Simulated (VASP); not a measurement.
A run of VASP 6.6.1:

Contents of INCAR:

```
  PREC = Accurate
  ENCUT = 520
  EDIFF = 1E-6
  ISMEAR = 0
  SIGMA = 0.15
  LREAL = F
  LASPH = T
  NELM = 80
  ALGO = Normal
  ISIF = 2
  LWAVE = F
  LCHARG = F
  GGA = PE
  NBANDS = 18
```

File KPOINTS:

```
Automatic mesh
0
Gamma
  12 12 10
```

The input POSCAR:

```
PtSe2
1.0
    4.0219206530      0.0000000000      0.0000000000
   -2.0109603265      3.4830854575      0.0000000000
    0.0000000000      0.0000000000      5.2644800000
Pt Se
1 2
Direct
    0.0000000000      0.0000000000      0.0000000000
    0.3333333333      0.6666666667      0.2500000000
    0.6666666667      0.3333333333      0.7500000000
```

Potentials or basis: VASP PAW PBE potentials, release 64 (Pt, Se).

Run with:

```bash
$ cat potpaw_PBE.64/Pt/POTCAR potpaw_PBE.64/Se/POTCAR > POTCAR
$ mpirun -np 1 vasp_std > vasp.out
```

Hardware: 1 thread of Intel(R) Xeon(R) Platinum 8559C (Emerald Rapids), on a shared host.

Question: How long does it take, and how much memory?

Answer: Wall time 84 s on 1 thread of Intel(R) Xeon(R) Platinum 8559C (Emerald Rapids), with other jobs on the host, peak memory 0.34 GiB. Counts: scf iterations 13, k points 162.
